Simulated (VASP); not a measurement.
# Al18N in VASP: notebook

Runs on Al18N. Level: PBE. Tasks: single point.

All numbers are computed with VASP 6.6.1; they aren't measurements. Logs are shortened: lines on timing, memory, paths and dates and some standing lists are left out, and cuts for length are marked.

### Step 1. The cell of the first run

The cell holds a slab with vacuum, 19 atoms: a = 5.707 Å, b = 9.806 Å, c = 20.290 Å, α = 90.00°, β = 90.00°, γ = 98.37°.

### Step 2. Single point, PBE

INCAR

```
SYSTEM = Al18N
ALGO     = Normal         ! electronic algorithm
DIPOL    = 0.5 0.5 0.324
EDIFF    = 1E-7           ! SCF threshold, eV
ENCUT    = 520            ! plane-wave cutoff, eV
GGA      = PE             ! functional
IDIPOL   = 3            
ISIF     = 2              ! what is computed and relaxed
ISMEAR   = 0              ! smearing method
LASPH    = .True.         ! aspherical terms in the spheres
LCHARG   = .False.        ! write CHGCAR
LDIPOL   = .True.       
LREAL    = Auto         
LWAVE    = .False.        ! write WAVECAR
NBANDS   = 44             ! bands
NELM     = 60             ! most SCF steps
PREC     = Accurate       ! precision mode
SIGMA    = 0.1            ! smearing width, eV
```

KPOINTS

```
k-points
0
Gamma
  5 3 1
  0 0 0
```

POSCAR

```
Al18N
1.0
    5.7070863110      0.0000000000      0.0000000000
   -1.4267715777      9.7014842373      0.0000000000
    0.0000000000      0.0000000000     20.2903703481
Al N
18 1
Direct
    0.2662216041      0.0648864163      0.1971378507
    0.7662216041      0.0648864163      0.1971378507
    0.3354806058      0.3419224231      0.2462112388
    0.8354806058      0.3419224231      0.2462112388
    0.1493324061      0.5973296244      0.2560259164
    0.6493324061      0.5973296244      0.2560259164
    0.4631842064      0.8527368258      0.2658405941
    0.9631842064      0.8527368258      0.2658405941
    0.0319772070      0.1277109165      0.3154271774
    0.5319772070      0.1277109165      0.3154271774
    0.0997917582      0.4042231291      0.3707799915
    0.5997917582      0.4042231291      0.3707799915
    0.4144000518      0.6596656508      0.3785021759
    0.9144000518      0.6596656508      0.3785021759
    0.2263076905      0.9110819252      0.3874246333
    0.7263076905      0.9110819252      0.3874246333
    0.2962427210      0.1814071991      0.4332286793
    0.7962427210      0.1814071991      0.4332286793
    0.5462427210      0.9314071991      0.4547720563
```

Potentials or basis: VASP PAW PBE potentials, release 64 (Al, N).

Command:

```
cat potpaw_PBE.64/Al/POTCAR potpaw_PBE.64/N/POTCAR > POTCAR
mpirun -np 1 vasp_std > vasp.out
```

OUTCAR:

```text
SYSTEM = Al18N
   EDIFF = 1E-7
   ENCUT = 520
   GGA = PE
   ISIF = 2
   ISMEAR = 0
   LASPH = .True.
   LREAL = Auto
   NELM = 60
   PREC = Accurate

 ion  position               nearest neighbor table
   1  0.266  0.065  0.197-   2 2.85   2 2.85   9 2.86  10 2.86   3 2.87   7 2.87   8 2.87
   2  0.766  0.065  0.197-   1 2.85   1 2.85  10 2.86   9 2.86   4 2.87   8 2.87   7 2.87
   3  0.335  0.342  0.246-   4 2.85   4 2.85   6 2.87   5 2.87   1 2.87   9 2.89  10 2.89  12 2.96
                            11 2.97
   4  0.835  0.342  0.246-   3 2.85   3 2.85   5 2.87   6 2.87   2 2.87  10 2.89   9 2.89  11 2.96
                            12 2.97
   5  0.149  0.597  0.256-   6 2.85   6 2.85   4 2.87   3 2.87   7 2.87   8 2.87  13 2.93  14 2.93
                            11 2.99
   6  0.649  0.597  0.256-   5 2.85   5 2.85   3 2.87   4 2.87   8 2.87   7 2.87  14 2.93  13 2.93
                            12 2.99
   7  0.463  0.853  0.266-  10 2.85   8 2.85   8 2.85   1 2.87   2 2.87   5 2.87   6 2.87  16 2.90
                            15 2.91  13 2.96
   8  0.963  0.853  0.266-   9 2.85   7 2.85   7 2.85   2 2.87   1 2.87   6 2.87   5 2.87  15 2.90
                            16 2.91  14 2.96
   9  0.032  0.128  0.315-  18 2.83  17 2.83   8 2.85  10 2.85  10 2.85   1 2.86   2 2.86   3 2.89
                             4 2.89  11 2.91  15 2.93  16 2.93
  10  0.532  0.128  0.315-  17 2.83  18 2.83   7 2.85   9 2.85   9 2.85   2 2.86   1 2.86   4 2.89
                             3 2.89  12 2.91  16 2.93  15 2.93
  11  0.100  0.404  0.371-  12 2.85  12 2.85  14 2.86  13 2.87  18 2.88  17 2.89   9 2.91   4 2.96
                             3 2.97   5 2.99
  12  0.600  0.404  0.371-  11 2.85  11 2.85  13 2.86  14 2.87  17 2.88  18 2.89  10 2.91   3 2.96
                             4 2.97   6 2.99
  13  0.414  0.660  0.379-  16 2.83  15 2.83  14 2.85  14 2.85  12 2.86  11 2.87   5 2.93   6 2.93
                             7 2.96
  14  0.914  0.660  0.379-  15 2.83  16 2.83  13 2.85  13 2.85  11 2.86  12 2.87   6 2.93   5 2.93
                             8 2.96
  15  0.226  0.911  0.387-  19 2.27  17 2.78  14 2.83  13 2.83  16 2.85  16 2.85   8 2.90   7 2.91
                             9 2.93  10 2.93
  16  0.726  0.911  0.387-  19 1.74  18 2.78  13 2.83  14 2.83  15 2.85  15 2.85   7 2.90   8 2.91
                            10 2.93   9 2.93
  17  0.296  0.181  0.433-  15 2.78  10 2.83   9 2.83  18 2.85  18 2.85  12 2.88  11 2.89
  18  0.796  0.181  0.433-  16 2.78   9 2.83  10 2.83  17 2.85  17 2.85  11 2.88  12 2.89
  19  0.546  0.931  0.455-  16 1.74  15 2.27

  LATTYP: Found a simple monoclinic cell.
 ALAT       =     5.7070863110
 B/A-ratio  =     3.5552941102
 C/A-ratio  =     1.7181865164
 COS(beta)  =    -0.1455022476

  Lattice vectors:

 A1 = (   5.7070863110,   0.0000000000,   0.0000000000)
 A2 = (   0.0000000000,   0.0000000000, -20.2903703481)
 A3 = (  -1.4267715777,   9.7014842373,   0.0000000000)

Analysis of symmetry for initial positions (statically):
=====================================================================
 Subroutine PRICEL returns:
 Original cell was already a primitive cell.

 Routine SETGRP: Setting up the symmetry group for a
 simple monoclinic supercell.

 Subroutine GETGRP returns: Found  1 space group operations
 (whereof  1 operations were pure point group operations)
 out of a pool of  4 trial point group operations.

The static configuration has the point symmetry C_1 .

Analysis of symmetry for dynamics (positions and initial velocities):
=====================================================================
 Subroutine PRICEL returns:
 Original cell was already a primitive cell.

 Routine SETGRP: Setting up the symmetry group for a
 simple monoclinic supercell.

 Subroutine GETGRP returns: Found  1 space group operations
 (whereof  1 operations were pure point group operations)
 out of a pool of  4 trial point group operations.

The dynamic configuration has the point symmetry C_1 .

 Subroutine INISYM returns: Found  1 space group operations
 (whereof  1 operations are pure point group operations),
 and found     1 'primitive' translations

----------------------------------------------------------------------------------------

                                     Primitive cell

  volume of cell :    1123.4212

  direct lattice vectors                    reciprocal lattice vectors
     5.707086311  0.000000000  0.000000000     0.175220760  0.025769253  0.000000000
    -1.426771578  9.701484237  0.000000000     0.000000000  0.103077011  0.000000000
     0.000000000  0.000000000 20.290370348     0.000000000  0.000000000  0.049284463

[... 61 lines left out ...]
  Length of vectors
     0.035421106  0.034359004  0.049284463

  Shift w.r.t. Gamma in fractional coordinates (k-lattice)
     0.000000000  0.000000000  0.000000000

 Subroutine IBZKPT returns following result:
 ===========================================

 Found      8 irreducible k-points:

 Following reciprocal coordinates:
            Coordinates               Weight
  0.000000  0.000000  0.000000      1.000000
  0.200000 -0.000000  0.000000      2.000000
  0.400000  0.000000  0.000000      2.000000
  0.000000  0.333333  0.000000      2.000000
  0.200000  0.333333  0.000000      2.000000
  0.400000  0.333333  0.000000      2.000000
 -0.400000  0.333333  0.000000      2.000000
 -0.200000  0.333333  0.000000      2.000000
   k-points           NKPTS =      8   k-points in BZ     NKDIM =      8   number of bands    NBANDS=     44
   number of dos      NEDOS =    301   number of ions     NIONS =     19
   total plane-waves  NPLWV = 537600
   dimension x,y,z NGX =    42 NGY =   80 NGZ =  160
   dimension x,y,z NGXF=    84 NGYF=  160 NGZF=  320
   ions per type =              18   1
   NGX,Y,Z   is equivalent  to a cutoff of  12.23, 13.56, 13.11 a.u.
   NGXF,Y,Z  is equivalent  to a cutoff of  24.47, 27.13, 26.22 a.u.
 SYSTEM =  Al18N
   PREC   = accura    normal or accurate (medium, high low for compatibility)
   ISTART =      0    job   : 0-new  1-cont  2-samecut
   ICHARG =      2    charge: 1-file 2-atom 10-const
   ISPIN  =      1    spin polarized calculation?
   LNONCOLLINEAR =      F non collinear calculations
   LSORBIT =      F    spin-orbit coupling
   LASPH  =      T    aspherical Exc in radial PAW
   ENCUT  =  520.0 eV  38.22 Ry    6.18 a.u.  10.61 18.23 37.73*2*pi/ulx,y,z
   NELM   =     60;   NELMIN=  2; NELMDL= -5     # of ELM steps
   EDIFF  = 0.1E-06   stopping-criterion for ELM
   LREAL  =      T    real-space projection
   EDIFFG = 0.1E-05   stopping-criterion for IOM
   NSW    =      0    number of steps for IOM
   IBRION =     -1    ionic relax: 0-MD 1-quasi-New 2-CG
   NFREE  =      0    steps in history (QN), initial steepest desc. (CG)
   ISIF   =      2    stress and relaxation
   ISYM   =      2    0-nonsym 1-usesym 2-fastsym
   POTIM  = 0.5000    time-step for ionic-motion
   TEBEG  =    0.0;   TEEND  =   0.0 temperature during run
   PSTRESS=    0.0 pullay stress
   NELECT =      59.0000    total number of electrons
   NUPDOWN=      -1.0000    fix difference up-down
   EMIN   =  10.00;   EMAX   =-10.00  energy-range for DOS
   EFERMI =   0.00;   METHOD = LEGACY
   ISMEAR =     0;   SIGMA  =   0.10  broadening in eV -4-tet -1-fermi 0-gaus
   EFERMI_NEDOS =   21; number of points for ismear=-14 and -15
   IALGO  =     38    algorithm
   IMIX   =      4    mixing-type and parameters
     AMIX     =   0.40;   BMIX     =  1.00
     AMIX_MAG =   1.60;   BMIX_MAG =  1.00
  volume/ion in A,a.u.               =      59.13       399.01
  Fermi-wavevector in a.u.,A,eV,Ry     =   0.613072  1.158538  5.113844  0.375857
  Thomas-Fermi vector in A             =   1.669589
   LORBIT       =      0    0 simple, 1 ext, 2 COOP (PROOUT), +10 PAW based schemes
   GGA     = PE    functional components
   LHFCALC =     F    Hartree Fock is set to
   AEXX    =    0.0000 exact exchange contribution
   IVDW    =     0    specifies the selected vdW correction
   LEPSILON=     F    determine dielectric tensor
   LRPA    =     F    only Hartree local field effects (RPA)
 non-spin polarized calculation
 Gauss-broadening in eV      SIGMA  =   0.10
  energy-cutoff  :      520.00
  volume of cell :     1123.42
 maximum number of plane-waves:     30284
   NGX = 21   NGY = 37   NGZ = 75

 dipolmoment           0.000000      0.000000     -0.133106 electrons x Angstroem

 number of electron      58.9999998 magnetization

 dipolmoment           0.000000      0.000000      0.168122 electrons x Angstroem

 Free energy of the ion-electron system (eV)
  ---------------------------------------------------
  ext. energy  EPLUGINS =         0.00000000
  ---------------------------------------------------
  free energy    TOTEN  =       -68.23879186 eV

  energy without entropy =      -68.19489138  energy(sigma->0) =      -68.21684162

 E-fermi :  -1.0832     XC(G=0):  -3.7490

 val. band max:       -1.0870715009   @ k =   0.0000   0.0000   0.0000
 cond. band min:      -1.0585838084   @ k =  -0.4000   0.3333   0.0000
 fundamental gap:      0.0284876925
 Fermi energy:        -1.0831677740

 k-point     1 :       0.0000    0.0000    0.0000
  band No.  band energies     occupation
      1     -14.3771      2.00000
      2     -10.9681      2.00000
      3      -9.5716      2.00000
      4      -9.3720      2.00000
      5      -8.5464      2.00000
      6      -7.0404      2.00000
[... 341 lines left out ...]
     40       1.1228      0.00000
     41       1.2761      0.00000
 [bands above 41 left out]

------------------------ aborting loop because EDIFF is reached ----------------------------------------

 vacuum level on the upper side and lower side of the slab       (xc-potential included)         0.231        -0.308

  FORCE on cell =-STRESS in cart. coord.  units (eV):
  Direction    XX          YY          ZZ          XY          YZ          ZX
  --------------------------------------------------------------------------------------
  -------------------------------------------------------------------------------------
  Total      -15.5296405    -12.7756030      1.2807656     -2.1120544      0.2750528     -2.9221833
  in kB      -22.1477385    -18.2200428      1.8265755     -3.0121257      0.3922690     -4.1674984
  external PRESSURE =     -12.8470686 kB  Pullay stress =       0.0000000 kB

 VOLUME and BASIS-vectors are now :
 -----------------------------------------------------------------------------
  energy-cutoff  :      520.00
  volume of cell :     1123.42
      direct lattice vectors                 reciprocal lattice vectors
     5.707086311  0.000000000  0.000000000     0.175220760  0.025769253  0.000000000
    -1.426771578  9.701484237  0.000000000     0.000000000  0.103077011  0.000000000
     0.000000000  0.000000000 20.290370348     0.000000000  0.000000000  0.049284463

 POSITION                                       TOTAL-FORCE (eV/Angst)
 -----------------------------------------------------------------------------------
      1.42677      0.62949      4.00000        -0.156705      0.123222     -0.001897
      4.28031      0.62949      4.00000         0.099735      0.121783     -0.021099
      1.42677      3.31715      4.99572        -0.001840      0.105093     -0.019772
      4.28031      3.31715      4.99572        -0.031419      0.159147      0.014271
      0.00000      5.79498      5.19486        -0.020659     -0.164178      0.039344
      2.85354      5.79498      5.19486         0.033894     -0.103378     -0.034204
[... 11 lines left out ...]
      4.28540      1.75992      8.79037        -0.225613     -0.445922      0.291846
      1.78855      9.03603      9.22749        -2.320957      0.870388      0.041517
 -----------------------------------------------------------------------------------
    total drift:                               -0.011699     -0.028991     -0.014374

  FREE ENERGIE OF THE ION-ELECTRON SYSTEM (eV)
  ---------------------------------------------------
  free  energy   TOTEN  =       -68.2387918617 eV

  energy  without entropy=      -68.1948913782  energy(sigma->0) =      -68.21684162

 vacuum level on the upper side and lower side of the slab         3.682         3.128
```

Wall time 25 min (1 thread of Intel Xeon Platinum 8259CL at 2.50GHz (Skylake/Cascade Lake), shared host); peak memory 1.1 GiB.

What came out:

```
Free energy            : -68.2388 eV
Largest force          : 2.479 eV/Å
Band gap on the k mesh : zero (an odd number of electrons rules out a gap without spin polarisation)
```

Forces on the atoms (eV/Å):
```
Al  -0.157  0.123 -0.002
Al   0.100  0.122 -0.021
Al  -0.002  0.105 -0.020
Al  -0.031  0.159  0.014
Al  -0.021 -0.164  0.039
Al   0.034 -0.103 -0.034
Al  -0.077 -0.117 -0.110
Al  -0.020 -0.046 -0.241
Al   0.030 -0.082  0.147
Al  -0.043  0.096 -0.105
Al   0.035  0.061 -0.066
Al  -0.003 -0.051  0.048
Al  -0.062 -0.149  0.020
Al   0.123 -0.110 -0.033
Al   1.347  0.023  1.152
Al   1.360 -0.393 -1.238
Al  -0.066  0.103  0.116
Al  -0.226 -0.446  0.292
N   -2.321  0.870  0.042
```

### Step 3. Single point, PBE

INCAR

```
PREC     = Accurate       # precision mode
ENCUT    = 520            # plane-wave cutoff, eV
EDIFF    = 1E-6           # SCF threshold, eV
ISMEAR   = 0              # smearing method
SIGMA    = 0.1            # smearing width, eV
LREAL    = Auto         
LASPH    = True           # aspherical terms in the spheres
NELM     = 100            # most SCF steps
ALGO     = Normal         # electronic algorithm
ISIF     = 2              # what is computed and relaxed
LWAVE    = False          # write WAVECAR
LCHARG   = True           # write CHGCAR
LDIPOL   = True         
IDIPOL   = 3            
DIPOL    = 0.5 0.5 0.323
GGA      = PE             # functional
LELF     = True           # ELF
LVHAR    = True         
LVACPOTAV= True         
NBANDS   = 44             # bands
```

KPOINTS

```
regular mesh
0
Gamma
  5 3 1
```

POSCAR: that of step 2 with these lines changed.

```diff
@@ -26,2 +26,2 @@
     0.7962427210      0.1814071991      0.4332286793
-    0.5462427210      0.9314071991      0.4547720563
+    0.6712427210      0.6814071991      0.4309204698
```

Potentials or basis: VASP PAW PBE potentials, release 64 (Al, N).

Command:

```
cat potpaw_PBE.64/Al/POTCAR potpaw_PBE.64/N/POTCAR > POTCAR
mpirun -np 1 vasp_std > vasp.out
```

Run time: 19 min. Hardware: 1 thread of Intel Xeon Platinum 8259CL at 2.50GHz (Skylake/Cascade Lake), shared host; peak memory 1.1 GiB.

Results (log left out):

| Property | Result |
| --- | --- |
| Free energy | -69.6036 eV |
| Largest force | 1.360 eV/Å |
| Band gap on the k mesh | zero (an odd number of electrons rules out a gap without spin polarisation) |

Forces in eV/Å, atoms in the order of the input:
```
Al   0.039  0.178  0.057
Al  -0.018  0.139  0.069
Al  -0.031 -0.054  0.098
Al   0.033  0.091  0.059
Al  -0.026  0.008 -0.117
Al   0.027 -0.179 -0.150
Al  -0.020 -0.210 -0.135
Al   0.017 -0.191 -0.063
Al   0.082  0.105 -0.052
Al  -0.058  0.182 -0.074
Al   0.039 -0.007 -0.048
Al  -0.013 -0.266 -0.073
Al  -0.923 -0.203 -0.022
Al   1.098 -0.200 -0.138
Al  -0.024  0.128 -0.063
Al   0.042 -0.807  0.579
Al  -0.031 -0.020  0.015
Al  -0.009 -0.036  0.041
N   -0.224  1.341  0.016
```

Levels at points of the mesh, in eV from the Fermi level:
```
           k point  band 28  band 29  band 30  band 31  band 32  band 33
(0.00, 0.00, 0.00)    -0.88    -0.69    -0.30    -0.16     0.22     0.46
```

(Continued in part 2 of 2.)

The gap in the log of VASP goes by the Fermi energy; the results here count the filled bands.